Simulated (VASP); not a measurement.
Input of a VASP 6.6.1 run:

The input INCAR:

```
PREC = Accurate
ENCUT = 520
EDIFF = 1E-6
ISMEAR = -1
SIGMA = 0.05
LREAL = False
LASPH = True
NELM = 150
ALGO = Normal
ISIF = 2
LWAVE = False
LCHARG = False
ISPIN = 2
MAGMOM = 4 0
LORBIT = 11
LMAXMIX = 4
GGA = PE
NBANDS = 20
```

The input KPOINTS:

```
Automatic mesh
0
Gamma
  7 7 7
```

POSCAR

```
MnS
1.0
    0.0000000000      2.5583816099      2.5583816099
    2.5583816099      0.0000000000      2.5583816099
    2.5583816099      2.5583816099      0.0000000000
Mn S
1 1
Direct
    0.0000000000      0.0000000000      0.0000000000
    0.5000000000      0.5000000000      0.5000000000
```

Potentials or basis: VASP PAW PBE potentials, release 64 (Mn_pv, S).

Launch:

```console
$ cat potpaw_PBE.64/Mn_pv/POTCAR potpaw_PBE.64/S/POTCAR > POTCAR
$ mpirun -np 1 vasp_std > vasp.out
```

Problem. What does it give for the net moment?

Solution. 4.58 μB per cell.

Problem. Estimate the site moments.

Solution. Mn +4.16; S +0.10 μB.

Problem. Estimate the pressure.

Solution. 0.0 GPa.

Caveat: a cell with one magnetic atom can't hold antiferromagnetic order, which such compounds often take.
